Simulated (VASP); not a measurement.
**Zn: single point with r2SCAN**

Crystal: Zn.

```
Zn
1.0
     2.61873    0.00000    0.00000
    -1.30936    2.26788    0.00000
     0.00000    0.00000    4.83890
Zn
2
Direct
  0.33333 0.66667 0.25000
  0.66667 0.33333 0.75000
```

```
Program                : VASP 6.6.1
Task                   : single point
Functional             : r2SCAN
Potentials or basis    : VASP PAW PBE potentials, release 64 (Zn)
Cutoff                 : 520 eV
k mesh                 : 7 × 7 × 4
Occupations            : fermi-dirac, width 0.1 eV
Spin                   : no spin polarisation
Dipole correction      : no
Further INCAR settings : ALGO = Normal; EDIFF = 1e-06; NBANDS = 19
```

```
Pressure               : 0.4 GPa
Band gap on the k mesh : zero (band 12 reaches 4.88 eV, above the bottom of band 13 at 0.37 eV)
```

Stress tensor (GPa, compression positive):
```
-0.20  0.00  0.00
 0.00 -0.20  0.00
 0.00  0.00  1.61
```

Levels at points of the mesh, in eV from the Fermi level:
```tsv
k point	band 9	band 10	band 11	band 12	band 13	band 14	band 15	band 16
(0.00, 0.00, 0.00)	-8.05	-7.82	-7.82	-4.41	-3.35	14.76	18.32	18.79
(0.00, 0.00, 0.50)	-7.91	-7.91	-7.91	-7.91	4.79	4.79	20.27	20.27
```

It took 110 s on 1 thread of Intel Xeon 8259CL, with other jobs on the host, peak memory 0.14 GiB.

Caveat: the k points lie up to 0.40 Å⁻¹ apart; the PAW data sets were made with another functional, which shifts forces and pressure a little.
